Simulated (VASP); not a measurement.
# Bi (Im-3m) in VASP: further runs, part 2 of 2

VASP 6.6.1. Earlier steps stand in the parts before.

**4. Relaxation of cell and atoms, BLYP**

This run uses another cell than the first one, of 31.12 Å³/atom, 0.908 times its volume.

The input, INCAR:

```
PREC = Accurate
ENCUT = 600
EDIFF = 1E-6
ISMEAR = -1
SIGMA = 0.05
LREAL = F
LASPH = T
NELM = 60
ALGO = Normal
ISIF = 3
LWAVE = F
LCHARG = F
GGA = B5
ALDAX = 1.0
AGGAX = 1.0
AGGAC = 1.0
ALDAC = 0.0
IBRION = 2
NSW = 60
EDIFFG = -0.01
```

The input, KPOINTS:

```
Automatic mesh
0
Gamma
  9 9 9
```

The input, POSCAR:

```
Bi
1.0
   -1.9814305318      1.9814305318      1.9814305318
    1.9814305318     -1.9814305318      1.9814305318
    1.9814305318      1.9814305318     -1.9814305318
Bi
1
Direct
    0.0000000000      0.0000000000      0.0000000000
```

Potentials or basis: VASP PAW PBE potentials, release 64 (Bi_d).

Command:

```sh
$ cat potpaw_PBE.64/Bi_d/POTCAR > POTCAR
$ mpirun -np 1 vasp_std > vasp.out
```

OUTCAR:

```text
PREC = Accurate
   ENCUT = 600
   EDIFF = 1E-6
   ISMEAR = -1
   LREAL = F
   LASPH = T
   NELM = 60
   ISIF = 3
   GGA = B5
   IBRION = 2
   NSW = 60
   EDIFFG = -0.01

 ion  position               nearest neighbor table
   1  0.000  0.000  0.000-

  LATTYP: Found a body centered cubic cell.
 ALAT       =     3.9628610636

  Lattice vectors:

 A1 = (  -1.9814305318,   1.9814305318,   1.9814305318)
 A2 = (   1.9814305318,  -1.9814305318,   1.9814305318)
 A3 = (   1.9814305318,   1.9814305318,  -1.9814305318)

Analysis of symmetry for initial positions (statically):
=====================================================================
 Subroutine PRICEL returns:
 Original cell was already a primitive cell.

 Routine SETGRP: Setting up the symmetry group for a
[... 247 lines left out ...]

 val. band max:        7.0966118401   @ k =  -0.2222   0.2222   0.1111
 cond. band min:       7.5378977510   @ k =  -0.3333   0.3333   0.2222
 fundamental gap:      0.4412859110
 Fermi energy:         7.1373746791

 k-point     1 :       0.0000    0.0000    0.0000
  band No.  band energies     occupation
      1     -15.6658      2.00000
      2     -15.6658      2.00000
      3     -15.6658      2.00000
      4     -15.5697      2.00000
      5     -15.5697      2.00000
      6      -5.6943      2.00000
      7      11.5094      0.00000
      8      11.5094      0.00000
      9      11.5094      0.00000
     10      15.6099      0.00000
     11      17.9419      0.00000
[... 309 lines left out ...]
 k-point    24 :      -0.4444   -0.4444    0.1111
  band No.  band energies     occupation
      1     -15.6560      2.00000
      2     -15.6286      2.00000
      3     -15.5991      2.00000
      4     -15.5730      2.00000
      5     -15.5188      2.00000
      6      -2.8741      2.00000
      7       3.4118      2.00000
      8       6.5024      1.99999
      9       9.4848      0.00000
     10      14.5371      0.00000
     11      15.9563      0.00000

 [... further k-points ...]
[... 5 lines left out ...]
  --------------------------------------------------------------------------------------
  -------------------------------------------------------------------------------------
  Total        0.0037108      0.0037108      0.0037108     -0.0000000     -0.0000000      0.0000000
  in kB        0.1733296      0.1733296      0.1733296     -0.0000000     -0.0000000      0.0000000
  external PRESSURE =       0.1733296 kB  Pullay stress =       0.0000000 kB
[... 16 lines left out ...]
  FREE ENERGIE OF THE ION-ELECTRON SYSTEM (eV)
  ---------------------------------------------------
  free  energy   TOTEN  =        -2.9860679139 eV

  energy  without entropy=       -2.9804656866  energy(sigma->0) =       -2.98326680

 reached required accuracy - stopping structural energy minimisation
```

OSZICAR:

```text
N       E                     dE             d eps       ncg     rms          rms(c)
DAV:   1     0.108931526238E+03    0.10893E+03   -0.87479E+03   770   0.172E+03
DAV:   2     0.242830181060E+01   -0.10650E+03   -0.10480E+03   785   0.374E+02
DAV:   3    -0.282169634282E+01   -0.52500E+01   -0.52095E+01   932   0.905E+01
[... 24 lines left out ...]
DAV:   4    -0.298559651760E+01   -0.43095E-03   -0.25264E-03   776   0.565E-01    0.749E-02
DAV:   5    -0.298615874452E+01   -0.56223E-03   -0.25217E-03   788   0.473E-01    0.356E-02
DAV:   6    -0.298606469902E+01    0.94046E-04   -0.24794E-04   809   0.178E-01    0.725E-03
DAV:   7    -0.298606746330E+01   -0.27643E-05   -0.15861E-05   842   0.385E-02    0.243E-03
DAV:   8    -0.298606791394E+01   -0.45064E-06   -0.38037E-07   451   0.627E-03
   3 F= -.29860679E+01 E0= -.29832668E+01  d E =-.467655E-01
```

It took 71 s on 1 thread of Intel Xeon 8259CL, shared host; peak memory 0.17 GiB.

Results:

```yaml
Free_energy: -2.9861 eV
Relaxed_volume: 34.30 Å³/atom
Relaxed_cell: a = 3.545 Å, b = 3.545 Å, c = 3.545 Å, α = 109.47°, β = 109.47°, γ = 109.47°
Space_group_after_relaxing_to_0.05_Å: Im-3m (No. 229)
Energy_gained_by_relaxing: 46.8 meV/atom
Ionic_steps: 3
Pressure_after_relaxing: 0.0 GPa
```

The path:
```
step  energy change (eV)  largest force (eV/Å)  pressure (GPa)  volume (Å³)
   1              0.0000                0.0000            5.19        31.12
   2             -0.0384                0.0000           -1.65        35.88
   3             -0.0468                0.0000            0.02        34.30
```

Final structure:
```cif
data_structure
_symmetry_space_group_name_H-M 'P 1'
_symmetry_Int_Tables_number 1
_cell_length_a 3.5452
_cell_length_b 3.5452
_cell_length_c 3.5452
_cell_angle_alpha 109.471
_cell_angle_beta 109.471
_cell_angle_gamma 109.471
_cell_volume 34.30
loop_
_atom_site_label
_atom_site_type_symbol
_atom_site_fract_x
_atom_site_fract_y
_atom_site_fract_z
_atom_site_occupancy
Bi1 Bi 0.00000 0.00000 0.00000 1
```

Caveat: the PAW data sets were made with another functional, which shifts forces and pressure a little; spin-orbit coupling is left out, which moves the levels of the heavy elements.

**5. Single point, PBE**

This run uses another cell than the first one, of 31.12 Å³/atom, 0.908 times its volume.

The input, INCAR:

```
PREC = Accurate
ENCUT = 500
EDIFF = 1E-6
ISMEAR = -1
SIGMA = 0.04
LREAL = F
LASPH = T
NELM = 120
ALGO = Normal
ISIF = 2
LWAVE = F
LCHARG = T
GGA = PE
LELF = T
LVHAR = T
NBANDS = 14
GGA_COMPAT = F
```

The input, KPOINTS:

```
Automatic mesh
0
Gamma
  4 4 4
```

POSCAR is that of step 4.

Potentials or basis: VASP PAW PBE potentials, release 64 (Bi_d).

Command:

```sh
$ cat potpaw_PBE.64/Bi_d/POTCAR > POTCAR
$ mpirun -np 1 vasp_std > vasp.out
```

OUTCAR:

```text
PREC = Accurate
   ENCUT = 500
   EDIFF = 1E-6
   ISMEAR = -1
   LREAL = F
   LASPH = T
   NELM = 120
   ISIF = 2
   GGA = PE

 ion  position               nearest neighbor table
   1  0.000  0.000  0.000-

  LATTYP: Found a body centered cubic cell.
 ALAT       =     3.9628610636

  Lattice vectors:

 A1 = (  -1.9814305318,   1.9814305318,   1.9814305318)
 A2 = (   1.9814305318,  -1.9814305318,   1.9814305318)
 A3 = (   1.9814305318,   1.9814305318,  -1.9814305318)

Analysis of symmetry for initial positions (statically):
=====================================================================
 Subroutine PRICEL returns:
 Original cell was already a primitive cell.

 Routine SETGRP: Setting up the symmetry group for a
 body centered cubic supercell.

 Subroutine GETGRP returns: Found 48 space group operations
 (whereof 48 operations were pure point group operations)
 out of a pool of 48 trial point group operations.

The static configuration has the point symmetry O_h .

Analysis of symmetry for dynamics (positions and initial velocities):
=====================================================================
 Subroutine PRICEL returns:
 Original cell was already a primitive cell.

 Routine SETGRP: Setting up the symmetry group for a
 body centered cubic supercell.

 Subroutine GETGRP returns: Found 48 space group operations
 (whereof 48 operations were pure point group operations)
 out of a pool of 48 trial point group operations.

The dynamic configuration has the point symmetry O_h .

 Subroutine INISYM returns: Found 48 space group operations
 (whereof 48 operations are pure point group operations),
 and found     1 'primitive' translations

----------------------------------------------------------------------------------------

                                     Primitive cell

  volume of cell :      31.1169

  direct lattice vectors                    reciprocal lattice vectors
    -1.981430532  1.981430532  1.981430532     0.000000000  0.252342937  0.252342937
     1.981430532 -1.981430532  1.981430532     0.252342937  0.000000000  0.252342937
     1.981430532  1.981430532 -1.981430532     0.252342937  0.252342937  0.000000000

  length of vectors
     3.431938353  3.431938353  3.431938353     0.356866804  0.356866804  0.356866804

  position of ions in fractional coordinates (direct lattice)
     0.000000000  0.000000000  0.000000000

  ion indices of the primitive-cell ions
   primitive index   ion index
                 1           1

----------------------------------------------------------------------------------------

 KPOINTS: Automatic mesh

Automatic generation of k-mesh.
 Grid dimensions read from file:
 generate k-points for:    4    4    4

 Generating k-lattice:

  Cartesian coordinates                     Fractional coordinates (reciprocal lattice)
     0.000000000  0.063085734  0.063085734     0.250000000  0.000000000  0.000000000
     0.063085734  0.000000000  0.063085734     0.000000000  0.250000000  0.000000000
     0.063085734  0.063085734  0.000000000     0.000000000  0.000000000  0.250000000

  Length of vectors
     0.089216701  0.089216701  0.089216701

  Shift w.r.t. Gamma in fractional coordinates (k-lattice)
     0.000000000  0.000000000  0.000000000

 Subroutine IBZKPT returns following result:
 ===========================================

 Found      8 irreducible k-points:

 Following reciprocal coordinates:
            Coordinates               Weight
  0.000000  0.000000  0.000000      1.000000
  0.250000  0.000000  0.000000     12.000000
  0.500000  0.000000  0.000000      6.000000
  0.250000  0.250000  0.000000     24.000000
  0.250000  0.250000  0.250000      2.000000
 -0.250000  0.250000  0.250000      6.000000
  0.500000  0.500000  0.250000     12.000000
  0.500000  0.500000  0.500000      1.000000
   k-points           NKPTS =      8   k-points in BZ     NKDIM =      8   number of bands    NBANDS=     14
   number of dos      NEDOS =    301   number of ions     NIONS =      1
   total plane-waves  NPLWV =  21952
   dimension x,y,z NGX =    28 NGY =   28 NGZ =   28
   dimension x,y,z NGXF=    56 NGYF=   56 NGZF=   56
   ions per type =               1
   NGX,Y,Z   is equivalent  to a cutoff of  13.56, 13.56, 13.56 a.u.
   NGXF,Y,Z  is equivalent  to a cutoff of  27.13, 27.13, 27.13 a.u.
 SYSTEM =  unknown system
   PREC   = accura    normal or accurate (medium, high low for compatibility)
   ISTART =      0    job   : 0-new  1-cont  2-samecut
   ICHARG =      2    charge: 1-file 2-atom 10-const
   ISPIN  =      1    spin polarized calculation?
   LNONCOLLINEAR =      F non collinear calculations
   LSORBIT =      F    spin-orbit coupling
   LASPH  =      T    aspherical Exc in radial PAW
   ENCUT  =  500.0 eV  36.75 Ry    6.06 a.u.   6.26  6.26  6.26*2*pi/ulx,y,z
   NELM   =    120;   NELMIN=  2; NELMDL= -5     # of ELM steps
   EDIFF  = 0.1E-05   stopping-criterion for ELM
   LREAL  =      F    real-space projection
   EDIFFG = 0.1E-04   stopping-criterion for IOM
   NSW    =      0    number of steps for IOM
   IBRION =     -1    ionic relax: 0-MD 1-quasi-New 2-CG
   NFREE  =      0    steps in history (QN), initial steepest desc. (CG)
   ISIF   =      2    stress and relaxation
   ISYM   =      2    0-nonsym 1-usesym 2-fastsym
   POTIM  = 0.5000    time-step for ionic-motion
   TEBEG  =    0.0;   TEEND  =   0.0 temperature during run
   PSTRESS=    0.0 pullay stress
   NELECT =      15.0000    total number of electrons
   NUPDOWN=      -1.0000    fix difference up-down
   EMIN   =  10.00;   EMAX   =-10.00  energy-range for DOS
   EFERMI =   0.00;   METHOD = LEGACY
   ISMEAR =    -1;   SIGMA  =   0.04  broadening in eV -4-tet -1-fermi 0-gaus
   EFERMI_NEDOS =   21; number of points for ismear=-14 and -15
   IALGO  =     38    algorithm
   IMIX   =      4    mixing-type and parameters
     AMIX     =   0.40;   BMIX     =  1.00
     AMIX_MAG =   1.60;   BMIX_MAG =  1.00
  volume/ion in A,a.u.               =      31.12       209.99
  Fermi-wavevector in a.u.,A,eV,Ry     =   1.283630  2.425708 22.418388  1.647705
  Thomas-Fermi vector in A             =   2.415871
   LORBIT       =      0    0 simple, 1 ext, 2 COOP (PROOUT), +10 PAW based schemes
   GGA     = PE    functional components
   LHFCALC =     F    Hartree Fock is set to
   AEXX    =    0.0000 exact exchange contribution
   IVDW    =     0    specifies the selected vdW correction
   LEPSILON=     F    determine dielectric tensor
   LRPA    =     F    only Hartree local field effects (RPA)
 non-spin polarized calculation
  energy-cutoff  :      500.00
  volume of cell :       31.12
 maximum number of plane-waves:       798
 NGX is ok and might be reduce to    28
   NGX = 13   NGY = 13   NGZ = 13

 number of electron      14.9999994 magnetization

 Free energy of the ion-electron system (eV)
  ---------------------------------------------------
  ext. energy  EPLUGINS =         0.00000000
  ---------------------------------------------------
  free energy    TOTEN  =        -3.61923740 eV

  energy without entropy =       -3.61047361  energy(sigma->0) =       -3.61485551

 E-fermi :   7.3817     XC(G=0): -10.3014

 val. band max:        7.1447441175   @ k =   0.2500   0.0000   0.0000
 cond. band min:       7.4250467238   @ k =   0.5000   0.5000   0.2500
 fundamental gap:      0.2803026063
 Fermi energy:         7.3816792932

 k-point     1 :       0.0000    0.0000    0.0000
  band No.  band energies     occupation
      1     -15.1282      2.00000
      2     -15.1282      2.00000
      3     -15.1282      2.00000
      4     -14.9936      2.00000
      5     -14.9936      2.00000
      6      -5.6100      2.00000
      7      13.0323      0.00000
      8      13.0323      0.00000
      9      13.0323      0.00000
     10      17.0263      0.00000
     11      18.3859      0.00000
     12      18.3859      0.00000
     13      18.3859      0.00000
     14      19.6079      0.00000
[... 103 lines left out ...]
 k-point     8 :       0.5000    0.5000    0.5000
  band No.  band energies     occupation
      1     -15.1327      2.00000
      2     -15.1327      2.00000
      3     -14.9363      2.00000
      4     -14.9363      2.00000
      5     -14.9363      2.00000
      6      -0.4565      2.00000
      7       6.1144      2.00000
      8       6.1144      2.00000
      9       6.1144      2.00000
     10      11.4320      0.00000
     11      11.4320      0.00000
     12      23.2736      0.00000
     13      25.5326      0.00000
     14      25.5326      0.00000

------------------------ aborting loop because EDIFF is reached ----------------------------------------

  FORCE on cell =-STRESS in cart. coord.  units (eV):
  Direction    XX          YY          ZZ          XY          YZ          ZX
  --------------------------------------------------------------------------------------
  -------------------------------------------------------------------------------------
  Total        0.4437031      0.4437031      0.4437031      0.0000000      0.0000000     -0.0000000
  in kB       22.8458086     22.8458086     22.8458086      0.0000000      0.0000000     -0.0000000
  external PRESSURE =      22.8458086 kB  Pullay stress =       0.0000000 kB

 VOLUME and BASIS-vectors are now :
 -----------------------------------------------------------------------------
  energy-cutoff  :      500.00
  volume of cell :       31.12
      direct lattice vectors                 reciprocal lattice vectors
    -1.981430532  1.981430532  1.981430532     0.000000000  0.252342937  0.252342937
     1.981430532 -1.981430532  1.981430532     0.252342937  0.000000000  0.252342937
     1.981430532  1.981430532 -1.981430532     0.252342937  0.252342937  0.000000000

 POSITION                                       TOTAL-FORCE (eV/Angst)
 -----------------------------------------------------------------------------------
      0.00000      0.00000      0.00000         0.000000     -0.000000      0.000000
 -----------------------------------------------------------------------------------
    total drift:                               -0.000000     -0.000000     -0.000000

  FREE ENERGIE OF THE ION-ELECTRON SYSTEM (eV)
  ---------------------------------------------------
  free  energy   TOTEN  =        -3.6192373973 eV

  energy  without entropy=       -3.6104736147  energy(sigma->0) =       -3.61485551
```

It took 7.1 s on 1 thread of Intel Xeon 8259CL, shared host; peak memory 0.15 GiB.

What came out:

```
Free energy : -3.6192 eV
Pressure    : 2.3 GPa
```

Caveat: the k points lie up to 0.56 Å⁻¹ apart; spin-orbit coupling is left out, which moves the levels of the heavy elements.

**6. Single point, PBE**

This run uses another cell than the first one, of 31.12 Å³/atom, 0.908 times its volume.

The input, INCAR:

```
  PREC = Accurate
  ENCUT = 520
  EDIFF = 1E-7
  ISMEAR = 0
  SIGMA = 0.014
  LREAL = F
  LASPH = T
  NELM = 80
  ALGO = Normal
  ISIF = 2
  LWAVE = F
  LCHARG = F
  GGA = PE
  NBANDS = 14
```

The input, KPOINTS:

```
Automatic mesh
0
Gamma
  9 9 9
```

POSCAR is that of step 5.

Potentials or basis: VASP PAW PBE potentials, release 64 (Bi_d).

Command:

```sh
$ cat potpaw_PBE.64/Bi_d/POTCAR > POTCAR
$ mpirun -np 1 vasp_std > vasp.out
```

Run time: 16 s. Hardware: 1 thread of AMD EPYC 7R43 (Zen 3), shared host; peak memory 0.12 GiB.

Results (log left out):

| Quantity | Value |
| --- | --- |
| Free energy | -3.7670 eV |
| Pressure | 0.8 GPa |

Levels at points of the mesh, in eV from the Fermi level:
```tsv
k point	band 3	band 4	band 5	band 6	band 7	band 8	band 9	band 10	band 11	band 12
(0.00, 0.00, 0.00)	-23.05	-22.92	-22.92	-13.54	5.11	5.11	5.11	9.12	10.46	10.46
```

Caveat: spin-orbit coupling is left out, which moves the levels of the heavy elements.

**7. Overview**

```tsv
task	level	cell	k mesh	cutoff (eV)	smearing	gap on the mesh (eV)	pressure (GPa)	relaxed volume (Å³/atom)
single point	BLYP	a = 3.544 Å, angles 109.5°, 1 atom	9 × 9 × 9	520	fermi-dirac 0.05 eV	none	0.1	-
relaxation of cell and atoms	revPBE	relaxed from a = 3.432 Å, angles 109.5°, 1 atom	9 × 9 × 9	600	fermi-dirac 0.05 eV	none	0.0	32.22
relaxation of cell and atoms	BLYP	relaxed from a = 3.432 Å, angles 109.5°, 1 atom	9 × 9 × 9	600	fermi-dirac 0.05 eV	none	0.0	34.30
single point	PBE	a = 3.432 Å, angles 109.5°, 1 atom	4 × 4 × 4	500	fermi-dirac 0.04 eV	none	2.3	-
single point	PBE	a = 3.432 Å, angles 109.5°, 1 atom	9 × 9 × 9	520	gaussian 0.014 eV	none	0.8	-
```

Alike in all rows: potentials or basis VASP PAW PBE potentials, release 64 (Bi_d); no spin polarisation.

Caveats: some runs use coarse meshes; spin-orbit coupling is left out, which moves the levels of the heavy elements; the PAW data sets were made with another functional, which shifts forces and pressure a little (some runs).

Absolute energies hang on the potentials; compare differences alone.
